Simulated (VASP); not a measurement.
# Ni (Fm-3m) in VASP: further runs

Ni is run at these levels: PBE; tasks: single point, relaxation of cell and atoms.

Program: VASP 6.6.1. These are calculated values, not measurements. Logs are shortened: lines on timing, memory, paths and dates and some standing lists are left out, and cuts for length are marked.

## (1) The cell of the first run

It takes space group Fm-3m (No. 225, cubic). Conventional cell: a = 3.518 Å, b = 3.518 Å, c = 3.518 Å, α = 90.00°, β = 90.00°, γ = 90.00°. Ni (site symmetry m-3m) has 12 Ni at 2.49 Å within 3.3 Å.

## (2) Single point, PBE, collinear spin, ferromagnetic start

The input, INCAR:

```
SYSTEM = Ni
PREC     = Accurate       ! precision mode
ENCUT    = 520            ! plane-wave cutoff, eV
EDIFF    = 1E-7           ! SCF threshold, eV
ISMEAR   = 0              ! smearing method
SIGMA    = 0.1            ! smearing width, eV
LREAL    = .False.        ! projectors in reciprocal space
LASPH    = .True.         ! aspherical terms in the spheres
NELM     = 150            ! most SCF steps
ALGO     = Normal         ! electronic algorithm
ISIF     = 2              ! what is computed and relaxed
LWAVE    = .False.        ! write WAVECAR
LCHARG   = .False.        ! write CHGCAR
ISPIN    = 2              ! spin polarisation
MAGMOM   = 0.84           ! initial moments
LORBIT   = 11             ! projections on sites
LMAXMIX  = 4              ! l up to which the mixer works
GGA      = PE             ! functional
NBANDS   = 15             ! bands
```

The input, KPOINTS:

```
regular mesh
0
Gamma
  20 20 20
  0 0 0
```

The input, POSCAR:

```
Ni
1.0
    0.0000000000      1.7592397973      1.7592397973
    1.7592397973      0.0000000000      1.7592397973
    1.7592397973      1.7592397973      0.0000000000
Ni
1
Direct
    0.0000000000      0.0000000000      0.0000000000
```

Potentials or basis: VASP PAW PBE potentials, release 64 (Ni).

Launch:

```
> cat potpaw_PBE.64/Ni/POTCAR > POTCAR
> mpirun -np 1 vasp_std > vasp.out
```

OUTCAR:

```text
SYSTEM = Ni
   PREC = Accurate
   ENCUT = 520
   EDIFF = 1E-7
   ISMEAR = 0
   LREAL = .False.
   LASPH = .True.
   NELM = 150
   ISIF = 2
   ISPIN = 2
   LORBIT = 11
   GGA = PE

 ion  position               nearest neighbor table
   1  0.000  0.000  0.000-

  LATTYP: Found a face centered cubic cell.
 ALAT       =     3.5184795946

  Lattice vectors:

 A1 = (   0.0000000000,   1.7592397973,   1.7592397973)
 A2 = (   1.7592397973,   0.0000000000,   1.7592397973)
 A3 = (   1.7592397973,   1.7592397973,   0.0000000000)

Analysis of symmetry for initial positions (statically):
=====================================================================
 Subroutine PRICEL returns:
 Original cell was already a primitive cell.

 Routine SETGRP: Setting up the symmetry group for a
 face centered cubic supercell.

 Subroutine GETGRP returns: Found 48 space group operations
 (whereof 48 operations were pure point group operations)
 out of a pool of 48 trial point group operations.

The static configuration has the point symmetry O_h .

Analysis of symmetry for dynamics (positions and initial velocities):
=====================================================================
 Subroutine PRICEL returns:
 Original cell was already a primitive cell.

 Routine SETGRP: Setting up the symmetry group for a
 face centered cubic supercell.

 Subroutine GETGRP returns: Found 48 space group operations
 (whereof 48 operations were pure point group operations)
 out of a pool of 48 trial point group operations.

The dynamic configuration has the point symmetry O_h .

Analysis of structural, dynamic, and magnetic symmetry:
=====================================================================
 Subroutine PRICEL returns:
 Original cell was already a primitive cell.

 Routine SETGRP: Setting up the symmetry group for a
 face centered cubic supercell.

 Subroutine GETGRP returns: Found 48 space group operations
 (whereof 48 operations were pure point group operations)
 out of a pool of 48 trial point group operations.

The overall configuration has the point symmetry O_h .

 Subroutine INISYM returns: Found 48 space group operations
 (whereof 48 operations are pure point group operations),
 and found     1 'primitive' translations

----------------------------------------------------------------------------------------

                                     Primitive cell

  volume of cell :      10.8894

  direct lattice vectors                    reciprocal lattice vectors
     0.000000000  1.759239797  1.759239797    -0.284213670  0.284213670  0.284213670
     1.759239797  0.000000000  1.759239797     0.284213670 -0.284213670  0.284213670
     1.759239797  1.759239797  0.000000000     0.284213670  0.284213670 -0.284213670

  length of vectors
     2.487940781  2.487940781  2.487940781     0.492272517  0.492272517  0.492272517

[... 123 lines left out ...]

  energy without entropy =       -5.46636094  energy(sigma->0) =       -5.47074756

 E-fermi :   9.3656     XC(G=0): -13.2505

 val. band max:        9.3649067651   @ k =  -0.4500   0.5000   0.0500
 cond. band min:       9.3656506654   @ k =   0.4000   0.0000   0.0000
 fundamental gap:      0.0007439003
 Fermi energy:         9.3655523630

 spin component 1

 k-point     1 :       0.0000    0.0000    0.0000
  band No.  band energies     occupation
      1       0.3604      1.00000
      2       6.9278      1.00000
      3       6.9278      1.00000
      4       6.9278      1.00000
      5       8.1053      1.00000
      6       8.1053      1.00000
      7      33.0814      0.00000
      8      36.9347      0.00000
      9      36.9347      0.00000
     10      36.9347      0.00000
     11      39.8688      0.00000
     12      39.8688      0.00000
     13      39.8688      0.00000
     14      42.8374      0.00000
[... 403 lines left out ...]
      4       7.1915      1.00000
      5       8.4345      1.00000
      6       8.7840      1.00000
      7      18.4977      0.00000
      8      31.0396      0.00000
      9      33.4038      0.00000
     10      35.2628      0.00000
     11      37.2440      0.00000
     12      39.0821      0.00000
     13      43.3019      0.00000
     14      49.9781      0.00000
     15      51.5620      0.00000

 [... further k-points ...]

 spin component 2

 k-point     1 :       0.0000    0.0000    0.0000
  band No.  band energies     occupation
      1       0.3244      1.00000
      2       7.6855      1.00000
      3       7.6855      1.00000
      4       7.6855      1.00000
      5       8.6918      1.00000
      6       8.6918      1.00000
      7      32.9167      0.00000
      8      36.9147      0.00000
      9      36.9147      0.00000
     10      36.9147      0.00000
     11      39.9695      0.00000
     12      39.9695      0.00000
     13      39.9695      0.00000
     14      42.7135      0.00000
[... 403 lines left out ...]
      4       7.7042      1.00000
      5       9.1667      0.99754
      6       9.4795      0.05348
      7      18.7417      0.00000
      8      31.0062      0.00000
      9      33.4024      0.00000
     10      35.3666      0.00000
     11      37.2719      0.00000
     12      39.1010      0.00000
     13      43.3640      0.00000
     14      50.0505      0.00000
     15      51.7797      0.00000

 [... further k-points ...]

------------------------ aborting loop because EDIFF is reached ----------------------------------------

  FORCE on cell =-STRESS in cart. coord.  units (eV):
  Direction    XX          YY          ZZ          XY          YZ          ZX
  --------------------------------------------------------------------------------------
  -------------------------------------------------------------------------------------
  Total       -0.0048430     -0.0048430     -0.0048430      0.0000000      0.0000000      0.0000000
  in kB       -0.7125523     -0.7125523     -0.7125523      0.0000000      0.0000000      0.0000000
  external PRESSURE =      -0.7125523 kB  Pullay stress =       0.0000000 kB

 VOLUME and BASIS-vectors are now :
 -----------------------------------------------------------------------------
  energy-cutoff  :      520.00
  volume of cell :       10.89
      direct lattice vectors                 reciprocal lattice vectors
     0.000000000  1.759239797  1.759239797    -0.284213670  0.284213670  0.284213670
     1.759239797  0.000000000  1.759239797     0.284213670 -0.284213670  0.284213670
     1.759239797  1.759239797  0.000000000     0.284213670  0.284213670 -0.284213670

 POSITION                                       TOTAL-FORCE (eV/Angst)
 -----------------------------------------------------------------------------------
      0.00000      0.00000      0.00000         0.000000      0.000000      0.000000
 -----------------------------------------------------------------------------------
    total drift:                                0.000000     -0.000000      0.000000

  FREE ENERGIE OF THE ION-ELECTRON SYSTEM (eV)
  ---------------------------------------------------
  free  energy   TOTEN  =        -5.4751341928 eV

  energy  without entropy=       -5.4663609357  energy(sigma->0) =       -5.47074756

 total charge

# of ion       s       p       d       tot
------------------------------------------
    1        0.497   0.497   8.314   9.308

 magnetization (x)

# of ion       s       p       d       tot
------------------------------------------
    1       -0.007  -0.025   0.672   0.641
```

It took 42 s on 1 thread of Intel Xeon Platinum 8481C at 2.70GHz (Sapphire Rapids), shared host; peak memory 0.17 GiB.

Results:

```
Free energy                                           : -5.4751 eV
Pressure                                              : -0.1 GPa
Net moment                                            : 0.63 μB per cell
Site moments                                          : Ni +0.64 μB
Valence electrons inside the program's atomic spheres : Ni 9.31
```

## (3) Relaxation of cell and atoms, PBE, collinear spin, ferromagnetic start

The input, INCAR:

```
ALGO = Normal ; EDIFF = 1E-6
EDIFFG = -0.005 ; ENCUT = 600
GGA = PE ; IBRION = 2
ISIF = 3 ; ISMEAR = 0
ISPIN = 2 ; LASPH = True
LCHARG = False ; LMAXMIX = 4
LORBIT = 11 ; LREAL = False
LWAVE = False ; MAGMOM = 0.84
NELM = 150 ; NSW = 100
PREC = Accurate ; SIGMA = 0.1
```

The input, KPOINTS:

```
k-points
0
Gamma
  20 20 20
```

The input, POSCAR:

```
Ni
1.0
    0.0000000000      1.7599725270      1.7599725270
    1.7599725270      0.0000000000      1.7599725270
    1.7599725270      1.7599725270      0.0000000000
Ni
1
Direct
    0.0000000000      0.0000000000      0.0000000000
```

Potentials or basis: VASP PAW PBE potentials, release 64 (Ni).

Launch:

```
> cat potpaw_PBE.64/Ni/POTCAR > POTCAR
> mpirun -np 1 vasp_std > vasp.out
```

Wall time 44 s (1 thread of Intel Xeon Platinum 8481C at 2.70GHz (Sapphire Rapids), shared host); peak memory 0.18 GiB.

The run converged. Its results:

| Item | Value |
| --- | --- |
| Free energy | -5.4749 eV |
| Relaxed volume | 10.88 Å³/atom |
| Relaxed cell | a = 2.487 Å, b = 2.487 Å, c = 2.487 Å, α = 60.00°, β = 60.00°, γ = 60.00° |
| Space group after relaxing (to 0.05 Å) | Fm-3m (No. 225) |
| Energy gained by relaxing | 0.0 meV/atom |
| Ionic steps | 3 |
| Pressure after relaxing | 0.0 GPa |
| Net moment | 0.63 μB per cell |
| Site moments | Ni +0.64 μB |
| Valence electrons inside the program's atomic spheres | Ni 9.31 |

Final structure:
```
CELL_PARAMETERS angstrom
0.00000 1.75877 1.75877
1.75877 0.00000 1.75877
1.75877 1.75877 0.00000
ATOMIC_POSITIONS crystal
Ni 0.00000 0.00000 0.00000
```

Levels at points of the mesh, in eV from the Fermi level:
Spin up:
```tsv
k point	band 1	band 2	band 3	band 4	band 5	band 6	band 7	band 8	band 9
(0.00, 0.00, 0.00)	-9.01	-2.44	-2.44	-2.44	-1.26	-1.26	23.72	27.58	27.58
(0.50, 0.00, 0.00)	-4.84	-2.42	-2.42	-0.61	-0.61	-0.29	5.66	22.21	24.67
(0.50, 0.50, 0.00)	-4.65	-4.20	-0.55	-0.48	-0.48	2.45	9.22	14.82	14.82
```
Spin down:
```tsv
k point	band 3	band 4	band 5	band 6	band 7	band 8
(0.00, 0.00, 0.00)	-1.68	-1.68	-0.67	-0.67	23.56	27.56
(0.50, 0.00, 0.00)	-1.80	-0.36	0.15	0.15	6.08	22.07
(0.50, 0.50, 0.00)	0.06	0.39	0.39	2.40	9.46	14.83
```
